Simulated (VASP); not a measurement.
# Co (P6_3/mmc) in VASP: single point with PBE

Aim: the single point of Co with PBE.

Everything below comes from runs of VASP 6.6.1. Logs are shortened: lines on timing, memory, paths and dates and some standing lists are left out, and cuts for length are marked.

## 1. The cell of the first run

It takes space group P6_3/mmc (No. 194, hexagonal). The conventional cell has a = 2.493 Å, b = 2.493 Å, c = 4.037 Å, α = 90.00°, β = 90.00°, γ = 120.00°. Within 3.3 Å of Co (site symmetry -6m2) lie 12 Co at 2.48 to 2.49 Å.

## 2. Single point, PBE, collinear spin, ferromagnetic start

Input file INCAR:

```
PREC     = Accurate       # precision mode
ENCUT    = 520            # plane-wave cutoff, eV
EDIFF    = 1E-7           # SCF threshold, eV
ISMEAR   = -1             # smearing method
SIGMA    = 0.1            # smearing width, eV
LREAL    = False          # projectors in reciprocal space
LASPH    = True           # aspherical terms in the spheres
NELM     = 150            # most SCF steps
ALGO     = Normal         # electronic algorithm
ISIF     = 2              # what is computed and relaxed
LWAVE    = False          # write WAVECAR
LCHARG   = False          # write CHGCAR
ISPIN    = 2              # spin polarisation
MAGMOM   = 1.7 1.7        # initial moments
LORBIT   = 11             # projections on sites
LMAXMIX  = 4              # l up to which the mixer works
GGA      = PE             # functional
NBANDS   = 20             # bands
```

Input file KPOINTS:

```
Automatic mesh
0
Gamma
  18 18 10
```

Input file POSCAR:

```
Co
1.0
    2.4925879111      0.0000000000      0.0000000000
   -1.2462939556      2.1586444522      0.0000000000
    0.0000000000      0.0000000000      4.0374171289
Co
2
Direct
    0.3333333333      0.6666666667      0.2500000000
    0.6666666667      0.3333333333      0.7500000000
```

Potentials or basis: VASP PAW PBE potentials, release 64 (Co).

Run with:

```
> cat potpaw_PBE.64/Co/POTCAR > POTCAR
> mpirun -np 1 vasp_std > vasp.out
```

OUTCAR:

```text
PREC = Accurate
   ENCUT = 520
   EDIFF = 1E-7
   ISMEAR = -1
   LREAL = False
   LASPH = True
   NELM = 150
   ISIF = 2
   ISPIN = 2
   LORBIT = 11
   GGA = PE

 ion  position               nearest neighbor table
   1  0.333  0.667  0.250-   2 2.48   2 2.48   2 2.48   2 2.48   2 2.48   2 2.48
   2  0.667  0.333  0.750-   1 2.48   1 2.48   1 2.48   1 2.48   1 2.48   1 2.48

  LATTYP: Found a hexagonal cell.
 ALAT       =     2.4925879111
 C/A-ratio  =     1.6197692009

  Lattice vectors:

 A1 = (   2.4925879111,   0.0000000000,   0.0000000000)
 A2 = (  -1.2462939556,   2.1586444522,   0.0000000000)
 A3 = (   0.0000000000,   0.0000000000,   4.0374171289)

Analysis of symmetry for initial positions (statically):
=====================================================================
 Subroutine PRICEL returns:
 Original cell was already a primitive cell.

 Routine SETGRP: Setting up the symmetry group for a
 hexagonal supercell.

 Subroutine GETGRP returns: Found 24 space group operations
 (whereof 12 operations were pure point group operations)
 out of a pool of 24 trial point group operations.

The static configuration has the point symmetry D_3d.
 The point group associated with its full space group is D_6h.

Analysis of symmetry for dynamics (positions and initial velocities):
=====================================================================
 Subroutine PRICEL returns:
 Original cell was already a primitive cell.

 Routine SETGRP: Setting up the symmetry group for a
 hexagonal supercell.

 Subroutine GETGRP returns: Found 24 space group operations
 (whereof 12 operations were pure point group operations)
 out of a pool of 24 trial point group operations.

The dynamic configuration has the point symmetry D_3d.
 The point group associated with its full space group is D_6h.

Analysis of structural, dynamic, and magnetic symmetry:
=====================================================================
 Subroutine PRICEL returns:
 Original cell was already a primitive cell.

 Routine SETGRP: Setting up the symmetry group for a
 hexagonal supercell.

 Subroutine GETGRP returns: Found 24 space group operations
 (whereof 12 operations were pure point group operations)
 out of a pool of 24 trial point group operations.

The overall configuration has the point symmetry D_3d.
 The point group associated with its full space group is D_6h.

 Subroutine INISYM returns: Found 24 space group operations
 (whereof 12 operations are pure point group operations),
 and found     1 'primitive' translations

----------------------------------------------------------------------------------------

                                     Primitive cell

  volume of cell :      21.7238

  direct lattice vectors                    reciprocal lattice vectors
     2.492587911  0.000000000  0.000000000     0.401189461  0.231626843  0.000000000
    -1.246293956  2.158644452  0.000000000     0.000000000  0.463253686  0.000000000
     0.000000000  0.000000000  4.037417129     0.000000000  0.000000000  0.247683102

  length of vectors
     2.492587911  2.492587911  4.037417129     0.463253686  0.463253686  0.247683102

  position of ions in fractional coordinates (direct lattice)
     0.333333333  0.666666667  0.250000000
     0.666666667  0.333333333  0.750000000

  ion indices of the primitive-cell ions
   primitive index   ion index
                 1           1
                 2           2

----------------------------------------------------------------------------------------

 KPOINTS: Automatic mesh

Automatic generation of k-mesh.
 Grid dimensions read from file:
 generate k-points for:   18   18   10

 Generating k-lattice:

  Cartesian coordinates                     Fractional coordinates (reciprocal lattice)
     0.022288303  0.012868158  0.000000000     0.055555556 -0.000000000  0.000000000
     0.000000000  0.025736316  0.000000000     0.000000000  0.055555556  0.000000000
     0.000000000  0.000000000  0.024768310     0.000000000  0.000000000  0.100000000

  Length of vectors
     0.025736316  0.025736316  0.024768310

  Shift w.r.t. Gamma in fractional coordinates (k-lattice)
     0.000000000  0.000000000  0.000000000

 Subroutine IBZKPT returns following result:
 ===========================================

 Found    222 irreducible k-points:

 Following reciprocal coordinates:
            Coordinates               Weight
  0.000000  0.000000  0.000000      1.000000
  0.055556  0.000000  0.000000      6.000000
  0.111111  0.000000  0.000000      6.000000
  0.166667  0.000000  0.000000      6.000000
  0.222222  0.000000  0.000000      6.000000
  0.277778  0.000000  0.000000      6.000000
[... 16 lines left out ...]
  0.333333  0.111111  0.000000     12.000000
  0.388889  0.111111  0.000000     12.000000
 [... further k-points ...]
   k-points           NKPTS =    222   k-points in BZ     NKDIM =    222   number of bands    NBANDS=     20
   number of dos      NEDOS =    301   number of ions     NIONS =      2
   total plane-waves  NPLWV =  12000
   dimension x,y,z NGX =    20 NGY =   20 NGZ =   30
   dimension x,y,z NGXF=    40 NGYF=   40 NGZF=   60
   ions per type =               2
   NGX,Y,Z   is equivalent  to a cutoff of  13.34, 13.34, 12.35 a.u.
   NGXF,Y,Z  is equivalent  to a cutoff of  26.68, 26.68, 24.71 a.u.
 SYSTEM =  unknown system
   PREC   = accura    normal or accurate (medium, high low for compatibility)
   ISTART =      0    job   : 0-new  1-cont  2-samecut
   ICHARG =      2    charge: 1-file 2-atom 10-const
   ISPIN  =      2    spin polarized calculation?
   LNONCOLLINEAR =      F non collinear calculations
   LSORBIT =      F    spin-orbit coupling
   LASPH  =      T    aspherical Exc in radial PAW
   ENCUT  =  520.0 eV  38.22 Ry    6.18 a.u.   4.63  4.63  7.51*2*pi/ulx,y,z
   NELM   =    150;   NELMIN=  2; NELMDL= -5     # of ELM steps
   EDIFF  = 0.1E-06   stopping-criterion for ELM
   LREAL  =      F    real-space projection
   EDIFFG = 0.1E-05   stopping-criterion for IOM
   NSW    =      0    number of steps for IOM
   IBRION =     -1    ionic relax: 0-MD 1-quasi-New 2-CG
   NFREE  =      0    steps in history (QN), initial steepest desc. (CG)
   ISIF   =      2    stress and relaxation
   ISYM   =      2    0-nonsym 1-usesym 2-fastsym
   POTIM  = 0.5000    time-step for ionic-motion
   TEBEG  =    0.0;   TEEND  =   0.0 temperature during run
   PSTRESS=    0.0 pullay stress
   NELECT =      18.0000    total number of electrons
   NUPDOWN=      -1.0000    fix difference up-down
   EMIN   =  10.00;   EMAX   =-10.00  energy-range for DOS
   EFERMI =   0.00;   METHOD = LEGACY
   ISMEAR =    -1;   SIGMA  =   0.10  broadening in eV -4-tet -1-fermi 0-gaus
   EFERMI_NEDOS =   21; number of points for ismear=-14 and -15
   IALGO  =     38    algorithm
   IMIX   =      4    mixing-type and parameters
     AMIX     =   0.40;   BMIX     =  1.00
     AMIX_MAG =   1.60;   BMIX_MAG =  1.00
  volume/ion in A,a.u.               =      10.86        73.30
  Fermi-wavevector in a.u.,A,eV,Ry     =   1.537637  2.905713 32.168645  2.364329
  Thomas-Fermi vector in A             =   2.644118
   LORBIT       =     11    0 simple, 1 ext, 2 COOP (PROOUT), +10 PAW based schemes
   GGA     = PE    functional components
   LHFCALC =     F    Hartree Fock is set to
   AEXX    =    0.0000 exact exchange contribution
   IVDW    =     0    specifies the selected vdW correction
   LEPSILON=     F    determine dielectric tensor
   LRPA    =     F    only Hartree local field effects (RPA)
 spin polarized calculation
  energy-cutoff  :      520.00
  volume of cell :       21.72
 maximum number of plane-waves:       604
 NGX is ok and might be reduce to    20
   NGX =  9   NGY =  9   NGZ = 15

 number of electron      17.9999998 magnetization       3.1913560

 Free energy of the ion-electron system (eV)
  ---------------------------------------------------
  ext. energy  EPLUGINS =         0.00000000
  ---------------------------------------------------
  free energy    TOTEN  =       -14.10081590 eV

  energy without entropy =      -14.03985567  energy(sigma->0) =      -14.07033578

 E-fermi :  10.2414     XC(G=0): -13.3970

 val. band max:       10.2371835045   @ k =   0.1667   0.1667   0.2000
 cond. band min:      10.2425829771   @ k =   0.1111   0.0000   0.2000
 fundamental gap:      0.0053994726
 Fermi energy:        10.2413960905

 spin component 1

 k-point     1 :       0.0000    0.0000    0.0000
  band No.  band energies     occupation
      1       1.3405      1.00000
      2       5.1233      1.00000
      3       7.6340      1.00000
      4       7.6618      1.00000
      5       7.6618      1.00000
      6       7.9710      1.00000
[... 12 lines left out ...]
     19      36.1437      0.00000
     20      36.1437      0.00000

 k-point     2 :       0.0556    0.0000    0.0000
  band No.  band energies     occupation
      1       1.4491      1.00000
      2       5.1894      1.00000
      3       7.5066      1.00000
      4       7.7125      1.00000
      5       7.7751      1.00000
      6       7.9460      1.00000
[... 12 lines left out ...]
     19      37.5306      0.00000
     20      38.0725      0.00000
[... 465 lines left out ...]
      3       6.0002      1.00000
      4       7.0812      1.00000
      5       7.4592      1.00000
      6       7.8273      1.00000
[... 12 lines left out ...]
     19      33.1312      0.00000
     20      35.3059      0.00000

 k-point    24 :       0.3889    0.1111    0.0000
  band No.  band energies     occupation
      1       5.5911      1.00000
      2       5.7616      1.00000
      3       5.8779      1.00000
      4       7.3339      1.00000
      5       7.4428      1.00000
      6       7.7258      1.00000
[... 12 lines left out ...]
     19      32.7539      0.00000
     20      35.1190      0.00000

 [... further k-points ...]

 spin component 2

 k-point     1 :       0.0000    0.0000    0.0000
  band No.  band energies     occupation
      1       1.3319      1.00000
      2       6.0519      1.00000
      3       9.2456      0.99995
      4       9.2832      0.99993
      5       9.2832      0.99993
      6       9.6453      0.99743
[... 12 lines left out ...]
     19      36.4284      0.00000
     20      36.4284      0.00000

 k-point     2 :       0.0556    0.0000    0.0000
  band No.  band energies     occupation
      1       1.4408      1.00000
      2       6.1269      1.00000
      3       9.0973      0.99999
      4       9.3389      0.99988
      5       9.4092      0.99976
      6       9.6125      0.99815
[... 12 lines left out ...]
     19      37.8266      0.00000
     20      38.2932      0.00000
[... 465 lines left out ...]
      3       7.2095      1.00000
      4       8.0743      1.00000
      5       9.0396      0.99999
      6       9.3685      0.99984
[... 12 lines left out ...]
     19      33.4506      0.00000
     20      35.6449      0.00000

 k-point    24 :       0.3889    0.1111    0.0000
  band No.  band energies     occupation
      1       6.3434      1.00000
      2       6.9594      1.00000
      3       7.1043      1.00000
      4       8.1463      1.00000
      5       9.0315      0.99999
      6       9.2318      0.99996
[... 12 lines left out ...]
     19      33.0677      0.00000
     20      35.4630      0.00000

 [... further k-points ...]
[... 5 lines left out ...]
  --------------------------------------------------------------------------------------
  -------------------------------------------------------------------------------------
  Total       -0.0887565     -0.0887565     -0.1043562      0.0000000      0.0000000      0.0000000
  in kB       -6.5459910     -6.5459910     -7.6965039      0.0000000      0.0000000      0.0000000
  external PRESSURE =      -6.9294953 kB  Pullay stress =       0.0000000 kB

 VOLUME and BASIS-vectors are now :
 -----------------------------------------------------------------------------
  energy-cutoff  :      520.00
  volume of cell :       21.72
      direct lattice vectors                 reciprocal lattice vectors
     2.492587911  0.000000000  0.000000000     0.401189461  0.231626843  0.000000000
    -1.246293956  2.158644452  0.000000000     0.000000000  0.463253686  0.000000000
     0.000000000  0.000000000  4.037417129     0.000000000  0.000000000  0.247683102

 POSITION                                       TOTAL-FORCE (eV/Angst)
 -----------------------------------------------------------------------------------
     -0.00000      1.43910      1.00935        -0.000000      0.000000      0.000000
      1.24629      0.71955      3.02806         0.000000     -0.000000      0.000000
 -----------------------------------------------------------------------------------
    total drift:                               -0.000000      0.000000     -0.000000

  FREE ENERGIE OF THE ION-ELECTRON SYSTEM (eV)
  ---------------------------------------------------
  free  energy   TOTEN  =       -14.1008159009 eV

  energy  without entropy=      -14.0398556673  energy(sigma->0) =      -14.07033578

 total charge

# of ion       s       p       d       tot
------------------------------------------
    1        0.488   0.520   7.263   8.271
    2        0.488   0.520   7.263   8.271
--------------------------------------------------
tot          0.976   1.040  14.527  16.542

 magnetization (x)

# of ion       s       p       d       tot
------------------------------------------
    1       -0.015  -0.054   1.686   1.616
    2       -0.015  -0.054   1.686   1.616
--------------------------------------------------
tot         -0.030  -0.109   3.371   3.232
```

It took 3.3 min on 1 thread of Intel Xeon Platinum 8259CL at 2.50GHz (Skylake/Cascade Lake), shared host; peak memory 0.25 GiB.

Results:

* Free energy: -14.1008 eV
* Pressure: -0.7 GPa
* Net moment: 3.19 μB per cell
* Site moments: Co +1.62 μB
* Valence electrons inside the program's atomic spheres: Co 8.27

Stress tensor (GPa, compression positive):
```
-0.65  0.00  0.00
 0.00 -0.65  0.00
 0.00  0.00 -0.77
```
